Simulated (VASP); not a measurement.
Ga, 1 atom in the cell. It takes space group Fm-3m (No. 225, cubic). The conventional cell has a = 4.280 Å, b = 4.280 Å, c = 4.280 Å, α = 90.00°, β = 90.00°, γ = 90.00°. Within 4.0 Å of Ga (site symmetry m-3m) lie 12 Ga at 3.03 Å. 

```yaml
Program: VASP 6.6.1
Task: relaxation of cell and atoms
Functional: PBE
Potentials_or_basis: VASP PAW PBE potentials, release 64 (Ga_d)
Cutoff: 600 eV
k_mesh: 13 × 13 × 13
Occupations: fermi-dirac, width 0.1 eV
Spin: no spin polarisation
Dipole_correction: no
Further_INCAR_settings: ALGO = Normal; EDIFF = 1e-07; IBRION = 2; EDIFFG = -0.01; NSW = 80; ISIF = 3
```

Potentials or basis: VASP PAW PBE potentials, release 64 (Ga_d).

Run with:

```sh
$ cat potpaw_PBE.64/Ga_d/POTCAR > POTCAR
$ mpirun -np 1 vasp_std > vasp.out
```

Hardware: 1 thread of Intel(R) Xeon(R) 6975P-C (Granite Rapids), with other jobs on the host.

Q: Estimate the wall time of this run.

A: Wall time 15 s on 1 thread of Intel(R) Xeon(R) 6975P-C (Granite Rapids), with other jobs on the host, peak memory 0.15 GiB. Counts: scf iterations 34, k points 84, ion steps 5.
